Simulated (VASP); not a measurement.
# SnO2 (P4_2/mnm) in VASP: relaxation of shape and atoms at fixed volume with PBE

Aim: the relaxation of shape and atoms at fixed volume of SnO2 with PBE.

Program: VASP 6.6.1. These are calculated values, not measurements. Logs are shortened: lines on timing, memory, paths and dates and some standing lists are left out, and cuts for length are marked.

## 1. The cell of the first run

It takes space group P4_2/mnm (No. 136, tetragonal). Conventional cell: a = 4.656 Å, b = 4.656 Å, c = 3.168 Å, α = 90.00°, β = 90.00°, γ = 90.00°. Sn (site symmetry mmm) has 6 O at 2.01 to 2.04 Å within 2.7 Å. O (site symmetry m2m) has 3 Sn at 2.01 to 2.04 Å and 1 O at 2.56 Å within 2.7 Å.

## 2. Relaxation of shape and atoms at fixed volume, PBE (11.44 Å³/atom)

Contents of INCAR:

```
  ALGO = Normal
  EDIFF = 1E-6
  EDIFFG = -0.01
  ENCUT = 600
  GGA = PE
  IBRION = 2
  ISIF = 4
  ISMEAR = 0
  LASPH = T
  LCHARG = F
  LREAL = F
  LWAVE = F
  NELM = 60
  NSW = 50
  PREC = Accurate
  SIGMA = 0.02
```

Contents of KPOINTS:

```
k-points
0
Gamma
  6 6 8
```

Contents of POSCAR:

```
SnO2
1.0
    4.6555776066      0.0000000000      0.0000000000
    0.0000000000      4.6555776066      0.0000000000
    0.0000000000      0.0000000000      3.1681845434
Sn O
2 4
Direct
    0.0000000000      0.0000000000      0.0000000000
    0.5000000000      0.5000000000      0.5000000000
    0.3056031437      0.3056031437      0.0000000000
    0.1943968563      0.8056031437      0.5000000000
    0.6943968563      0.6943968563      0.0000000000
    0.8056031437      0.1943968563      0.5000000000
```

Potentials or basis: VASP PAW PBE potentials, release 64 (Sn_d, O).

On the command line:

```sh
$ cat potpaw_PBE.64/Sn_d/POTCAR potpaw_PBE.64/O/POTCAR > POTCAR
$ mpirun -np 1 vasp_std > vasp.out
```

OUTCAR:

```text
EDIFF = 1E-6
   EDIFFG = -0.01
   ENCUT = 600
   GGA = PE
   IBRION = 2
   ISIF = 4
   ISMEAR = 0
   LASPH = T
   LREAL = F
   NELM = 60
   NSW = 50
   PREC = Accurate

 ion  position               nearest neighbor table
   1  0.000  0.000  0.000-   3 2.01   5 2.01   4 2.04   6 2.04   4 2.04   6 2.04   2 3.65   2 3.65
                             2 3.65   2 3.65   2 3.65   2 3.65   2 3.65   2 3.65
   2  0.500  0.500  0.500-   4 2.01   6 2.01   5 2.04   3 2.04   3 2.04   5 2.04   1 3.65   1 3.65
                             1 3.65   1 3.65   1 3.65   1 3.65   1 3.65   1 3.65
   3  0.306  0.306  0.000-   1 2.01   2 2.04   2 2.04
   4  0.194  0.806  0.500-   2 2.01   1 2.04   1 2.04
   5  0.694  0.694  0.000-   1 2.01   2 2.04   2 2.04
   6  0.806  0.194  0.500-   2 2.01   1 2.04   1 2.04

  LATTYP: Found a simple tetragonal cell.
 ALAT       =     4.6555776066
 C/A-ratio  =     0.6805137431

  Lattice vectors:

 A1 = (   4.6555776066,   0.0000000000,   0.0000000000)
 A2 = (   0.0000000000,   4.6555776066,   0.0000000000)
 A3 = (   0.0000000000,   0.0000000000,   3.1681845434)

Analysis of symmetry for initial positions (statically):
=====================================================================
 Subroutine PRICEL returns:
 Original cell was already a primitive cell.

 Routine SETGRP: Setting up the symmetry group for a
 simple tetragonal supercell.

 Subroutine GETGRP returns: Found 16 space group operations
 (whereof  8 operations were pure point group operations)
 out of a pool of 16 trial point group operations.

The static configuration has the point symmetry D_2h.
 The point group associated with its full space group is D_4h.

Analysis of symmetry for dynamics (positions and initial velocities):
=====================================================================
 Subroutine PRICEL returns:
 Original cell was already a primitive cell.

 Routine SETGRP: Setting up the symmetry group for a
 simple tetragonal supercell.

 Subroutine GETGRP returns: Found 16 space group operations
 (whereof  8 operations were pure point group operations)
 out of a pool of 16 trial point group operations.

The dynamic configuration has the point symmetry D_2h.
 The point group associated with its full space group is D_4h.

 Subroutine INISYM returns: Found 16 space group operations
 (whereof  8 operations are pure point group operations),
 and found     1 'primitive' translations

----------------------------------------------------------------------------------------

                                     Primitive cell

  volume of cell :      68.6685

  direct lattice vectors                    reciprocal lattice vectors
     4.655577607  0.000000000  0.000000000     0.214796119  0.000000000  0.000000000
     0.000000000  4.655577607  0.000000000     0.000000000  0.214796119  0.000000000
     0.000000000  0.000000000  3.168184543     0.000000000  0.000000000  0.315638179

  length of vectors
     4.655577607  4.655577607  3.168184543     0.214796119  0.214796119  0.315638179

  position of ions in fractional coordinates (direct lattice)
     0.000000000  0.000000000  0.000000000
     0.500000000  0.500000000  0.500000000
     0.305603144  0.305603144  0.000000000
     0.194396856  0.805603144  0.500000000
     0.694396856  0.694396856  0.000000000
     0.805603144  0.194396856  0.500000000

  ion indices of the primitive-cell ions
   primitive index   ion index
                 1           1
                 2           2
                 3           3
                 4           4
                 5           5
                 6           6

----------------------------------------------------------------------------------------

 KPOINTS: k-points

Automatic generation of k-mesh.
 Grid dimensions read from file:
 generate k-points for:    6    6    8

 Generating k-lattice:

  Cartesian coordinates                     Fractional coordinates (reciprocal lattice)
     0.035799353  0.000000000  0.000000000     0.166666667  0.000000000  0.000000000
     0.000000000  0.035799353  0.000000000     0.000000000  0.166666667  0.000000000
     0.000000000  0.000000000  0.039454772     0.000000000  0.000000000  0.125000000

  Length of vectors
     0.035799353  0.035799353  0.039454772

  Shift w.r.t. Gamma in fractional coordinates (k-lattice)
     0.000000000  0.000000000  0.000000000

 Subroutine IBZKPT returns following result:
 ===========================================

 Found     50 irreducible k-points:

 Following reciprocal coordinates:
            Coordinates               Weight
  0.000000  0.000000  0.000000      1.000000
  0.166667  0.000000  0.000000      4.000000
  0.333333  0.000000  0.000000      4.000000
  0.500000  0.000000  0.000000      2.000000
  0.166667  0.166667  0.000000      4.000000
  0.333333  0.166667  0.000000      8.000000
[... 16 lines left out ...]
  0.333333  0.000000  0.250000      8.000000
  0.500000  0.000000  0.250000      4.000000
 [... further k-points ...]
   k-points           NKPTS =     50   k-points in BZ     NKDIM =     50   number of bands    NBANDS=     31
   number of dos      NEDOS =    301   number of ions     NIONS =      6
   total plane-waves  NPLWV =  44800
   dimension x,y,z NGX =    40 NGY =   40 NGZ =   28
   dimension x,y,z NGXF=    80 NGYF=   80 NGZF=   56
   ions per type =               2   4
   NGX,Y,Z   is equivalent  to a cutoff of  14.28, 14.28, 14.69 a.u.
   NGXF,Y,Z  is equivalent  to a cutoff of  28.57, 28.57, 29.39 a.u.
 SYSTEM =  unknown system
   PREC   = accura    normal or accurate (medium, high low for compatibility)
   ISTART =      0    job   : 0-new  1-cont  2-samecut
   ICHARG =      2    charge: 1-file 2-atom 10-const
   ISPIN  =      1    spin polarized calculation?
   LNONCOLLINEAR =      F non collinear calculations
   LSORBIT =      F    spin-orbit coupling
   LASPH  =      T    aspherical Exc in radial PAW
   ENCUT  =  600.0 eV  44.10 Ry    6.64 a.u.   9.30  9.30  6.33*2*pi/ulx,y,z
   NELM   =     60;   NELMIN=  2; NELMDL= -5     # of ELM steps
   EDIFF  = 0.1E-05   stopping-criterion for ELM
   LREAL  =      F    real-space projection
   EDIFFG = -.1E-01   stopping-criterion for IOM
   NSW    =     50    number of steps for IOM
   IBRION =      2    ionic relax: 0-MD 1-quasi-New 2-CG
   NFREE  =      1    steps in history (QN), initial steepest desc. (CG)
   ISIF   =      4    stress and relaxation
   ISYM   =      2    0-nonsym 1-usesym 2-fastsym
   POTIM  = 0.5000    time-step for ionic-motion
   TEBEG  =    0.0;   TEEND  =   0.0 temperature during run
   PSTRESS=    0.0 pullay stress
   NELECT =      52.0000    total number of electrons
   NUPDOWN=      -1.0000    fix difference up-down
   EMIN   =  10.00;   EMAX   =-10.00  energy-range for DOS
   EFERMI =   0.00;   METHOD = LEGACY
   ISMEAR =     0;   SIGMA  =   0.02  broadening in eV -4-tet -1-fermi 0-gaus
   EFERMI_NEDOS =   21; number of points for ismear=-14 and -15
   IALGO  =     38    algorithm
   IMIX   =      4    mixing-type and parameters
     AMIX     =   0.40;   BMIX     =  1.00
     AMIX_MAG =   1.60;   BMIX_MAG =  1.00
  volume/ion in A,a.u.               =      11.44        77.23
  Fermi-wavevector in a.u.,A,eV,Ry     =   1.492188  2.819826 30.295054  2.226624
  Thomas-Fermi vector in A             =   2.604747
   LORBIT       =      0    0 simple, 1 ext, 2 COOP (PROOUT), +10 PAW based schemes
   GGA     = PE    functional components
   LHFCALC =     F    Hartree Fock is set to
   AEXX    =    0.0000 exact exchange contribution
   IVDW    =     0    specifies the selected vdW correction
   LEPSILON=     F    determine dielectric tensor
   LRPA    =     F    only Hartree local field effects (RPA)
 conjugate gradient relaxation of ions
 non-spin polarized calculation
 Gauss-broadening in eV      SIGMA  =   0.02
  energy-cutoff  :      600.00
  volume of cell :       68.67
 maximum number of plane-waves:      2310
 NGX is ok and might be reduce to    40
   NGX = 19   NGY = 19   NGZ = 13

--------------------------------------- Ionic step        1  -------------------------------------------

 number of electron      51.9999979 magnetization

 Free energy of the ion-electron system (eV)
  ---------------------------------------------------
  ext. energy  EPLUGINS =         0.00000000
  ---------------------------------------------------
  free energy    TOTEN  =       -36.89057315 eV

  energy without entropy =      -36.89057315  energy(sigma->0) =      -36.89057315

------------------------ aborting loop because EDIFF is reached ----------------------------------------

  FORCE on cell =-STRESS in cart. coord.  units (eV):
  Direction    XX          YY          ZZ          XY          YZ          ZX
  --------------------------------------------------------------------------------------
  -------------------------------------------------------------------------------------
  Total        8.7779231      8.7779231      9.7712190     -0.0000000      0.0000000      0.0000000
  in kB      204.8069755    204.8069755    227.9826072     -0.0000000      0.0000000      0.0000000
  external PRESSURE =     212.5321861 kB  Pullay stress =       0.0000000 kB
[... 145 lines left out ...]
  energy  without entropy=      -36.8936819333  energy(sigma->0) =      -36.89368193

--------------------------------------- Ionic step        5  -------------------------------------------

 number of electron      51.9999980 magnetization

 Free energy of the ion-electron system (eV)
  ---------------------------------------------------
  ext. energy  EPLUGINS =         0.00000000
  ---------------------------------------------------
  free energy    TOTEN  =       -36.89370123 eV

  energy without entropy =      -36.89370123  energy(sigma->0) =      -36.89370123

 E-fermi :   6.7851     XC(G=0): -11.4884

 val. band max:        6.6380374825   @ k =   0.0000   0.0000   0.0000
 cond. band min:       8.3065384241   @ k =   0.0000   0.0000   0.0000
 fundamental gap:      1.6685009415
 Fermi energy:         6.7850967026

 k-point     1 :       0.0000    0.0000    0.0000
  band No.  band energies     occupation
      1     -14.5412      2.00000
      2     -13.6085      2.00000
      3     -13.3236      2.00000
      4     -13.3009      2.00000
      5     -13.2972      2.00000
      6     -13.2972      2.00000
[... 805 lines left out ...]
     30      15.6000      0.00000
     31      16.6238      0.00000

 [... further k-points ...]

------------------------ aborting loop because EDIFF is reached ----------------------------------------

  FORCE on cell =-STRESS in cart. coord.  units (eV):
  Direction    XX          YY          ZZ          XY          YZ          ZX
  --------------------------------------------------------------------------------------
  -------------------------------------------------------------------------------------
  Total        8.9473034      8.9473034      8.9367158     -0.0000000      0.0000000      0.0000000
  in kB      208.7589652    208.7589652    208.5119345     -0.0000000      0.0000000      0.0000000
  external PRESSURE =     208.6766216 kB  Pullay stress =       0.0000000 kB
[... 21 lines left out ...]
  FREE ENERGIE OF THE ION-ELECTRON SYSTEM (eV)
  ---------------------------------------------------
  free  energy   TOTEN  =       -36.8937012319 eV

  energy  without entropy=      -36.8937012319  energy(sigma->0) =      -36.89370123

 reached required accuracy - stopping structural energy minimisation
```

Wall time 3.7 min (1 thread of Intel Xeon Platinum 8488C (Sapphire Rapids), shared host); peak memory 0.27 GiB.

Results:

```
Free energy               : -36.8937 eV
Energy gained by relaxing : 0.5 meV/atom
Ionic steps               : 5
Pressure after relaxing   : 20.9 GPa
Band gap on the k mesh    : 1.67 eV
```

Forces on the atoms (eV/Å):
```
Sn   0.000  0.000  0.000
Sn   0.000  0.000  0.000
O   -0.002 -0.002  0.000
O    0.002 -0.002  0.000
O    0.002  0.002  0.000
O   -0.002  0.002  0.000
```

Step by step:
```
step  energy change (eV)  largest force (eV/Å)  pressure (GPa)  volume (Å³)
   1              0.0000                0.1109           21.25        68.67
   2             -0.0024                0.0997           20.79        68.67
   3             -0.0028                0.0428           20.90        68.67
   4             -0.0031                0.0114           20.86        68.67
   5             -0.0031                0.0023           20.87        68.67
```

Final structure:
```
Sn O
1.0
     4.64260    0.00000    0.00000
     0.00000    4.64260    0.00000
     0.00000    0.00000    3.18593
Sn O
2 4
Direct
  0.00000 0.00000 0.00000
  0.50000 0.50000 0.50000
  0.30536 0.30536 0.00000
  0.19464 0.80536 0.50000
  0.69464 0.69464 0.00000
  0.80536 0.19464 0.50000
```

Levels at points of the mesh, in eV from the valence-band top:
| k point | band 22 | band 23 | band 24 | band 25 | band 26 | band 27 | band 28 | band 29 | band 30 | band 31 |
| --- | --- | --- | --- | --- | --- | --- | --- | --- | --- | --- |
| (0.00, 0.00, 0.00) | -1.25 | -1.25 | -0.79 | -0.79 | 0.00 | 1.67 | 6.40 | 6.41 | 6.41 | 10.69 |
| (0.50, 0.00, 0.00) | -2.03 | -1.21 | -1.21 | -0.63 | -0.63 | 4.87 | 4.87 | 7.21 | 7.21 | 11.60 |
| (0.50, 0.50, 0.00) | -2.11 | -1.35 | -1.35 | -0.90 | -0.90 | 5.28 | 5.28 | 7.76 | 7.76 | 11.57 |
| (0.00, 0.00, 0.50) | -2.67 | -1.78 | -1.78 | -1.30 | -1.30 | 6.66 | 6.66 | 10.12 | 10.12 | 10.79 |
| (0.50, 0.00, 0.50) | -1.79 | -1.15 | -1.15 | -0.61 | -0.61 | 6.98 | 6.98 | 8.52 | 8.52 | 11.25 |
| (0.50, 0.50, 0.50) | -2.28 | -0.97 | -0.97 | -0.85 | -0.85 | 5.28 | 5.28 | 9.15 | 9.15 | 11.26 |

Caveat: spin-orbit coupling is left out, which moves the levels of the heavy elements.
